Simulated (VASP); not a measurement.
## NaCl3: relaxation of cell and atoms with LDA

The system is NaCl3.

```
Na Cl
1.0
     4.54036    0.00000    0.00000
     0.00000    4.54036    0.00000
     0.00000    0.00000    4.54036
Na Cl
2 6
Direct
  0.50000 0.50000 0.50000
  0.00000 0.00000 0.00000
  0.50000 0.00000 0.75000
  0.00000 0.25000 0.50000
  0.75000 0.50000 0.00000
  0.50000 0.00000 0.25000
  0.00000 0.75000 0.50000
  0.25000 0.50000 0.00000
```

```json
{
  "Program": "VASP 6.6.1",
  "Task": "relaxation of cell and atoms",
  "Functional": "LDA",
  "Potentials or basis": "VASP PAW LDA potentials, release 64 (Na_pv, Cl)",
  "Cutoff": "600 eV",
  "k mesh": "4 × 4 × 4",
  "Occupations": "gaussian, width 0.1 eV",
  "Spin": "no spin polarisation",
  "Target pressure": "60 GPa",
  "Dipole correction": "no",
  "Further INCAR settings": "ALGO = Normal; EDIFF = 1e-06; IBRION = 2; EDIFFG = -0.05; NSW = 80; ISIF = 3"
}
```

```
Pressure after relaxing : 59.7 GPa
Band gap on the k mesh  : zero (band 28 reaches 12.14 eV, above the bottom of band 29 at 6.75 eV)
```

Final structure:
```
CELL_PARAMETERS angstrom
4.54036 0.00000 0.00000
0.00000 4.54036 0.00000
0.00000 0.00000 4.54036
ATOMIC_POSITIONS crystal
Na 0.50000 0.50000 0.50000
Na 0.00000 0.00000 0.00000
Cl 0.50000 0.00000 0.75000
Cl 0.00000 0.25000 0.50000
Cl 0.75000 0.50000 0.00000
Cl 0.50000 0.00000 0.25000
Cl 0.00000 0.75000 0.50000
Cl 0.25000 0.50000 0.00000
```

Levels at points of the mesh, in eV from the Fermi level:
```tsv
k point	band 26	band 27	band 28	band 29	band 30	band 31
(0.00, 0.00, 0.00)	-1.97	-1.97	2.64	2.64	2.64	5.56
(0.50, 0.00, 0.00)	-3.03	-1.35	-1.35	2.57	2.57	4.50
(0.50, 0.50, 0.00)	-2.42	-1.32	-1.32	-0.88	2.55	6.06
(0.50, 0.50, 0.50)	-3.37	-2.75	-2.75	-2.75	-2.75	7.75
```

Run time: 17 s on 1 thread of Intel(R) Xeon(R) 6975P-C (Granite Rapids) (shared host), peak memory 0.17 GiB.

Caveat: the relaxation stopped at its first step, so nothing moved; the cell is relaxed towards a set pressure, so the enthalpy falls and the energy may rise.
